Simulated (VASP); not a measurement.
A run of VASP 6.6.1 is set up as follows.

File INCAR:

```
PREC = Accurate ; ENCUT = 520
EDIFF = 1E-7 ; ISMEAR = 0
SIGMA = 0.05 ; LREAL = False
LASPH = True ; NELM = 100
ALGO = Normal ; ISIF = 2
LWAVE = False ; LCHARG = True
GGA = PE ; IVDW = 12
LELF = True ; LVHAR = True
NBANDS = 20
```

Contents of KPOINTS:

```
Automatic mesh
0
Gamma
  9 9 2
```

The input POSCAR:

```
WSe2
1.0
    3.3179375931      0.0000000000      0.0000000000
   -1.6589687966      3.0027220648      0.0000000000
    0.0000000000      0.0000000000     16.6581424200
W Se
1 2
Direct
    0.0000000000      0.0000000000      0.0000000000
    0.3333333333      0.6666666667      0.0997865200
    0.3333333333      0.6666666667      0.9002134800
```

Potentials or basis: VASP PAW PBE potentials, release 64 (W_sv, Se).

Run with:

```sh
$ cat potpaw_PBE.64/W_sv/POTCAR potpaw_PBE.64/Se/POTCAR > POTCAR
$ mpirun -np 1 vasp_std > vasp.out
```

(1) Estimate the band gap on the k mesh.

(2) What does it give for the largest force?

(3) What does it give for the dispersion energy per atom?

Answers

(1) 1.31 eV.

(2) 0.252 eV/Å.

(3) -0.318 eV.

Caveat: the cell differs from its parent crystal (strain +0.0450 x Voigt [0, 1, 0, 0, 0, 0]); spin-orbit coupling is left out, which moves the levels of the heavy elements.
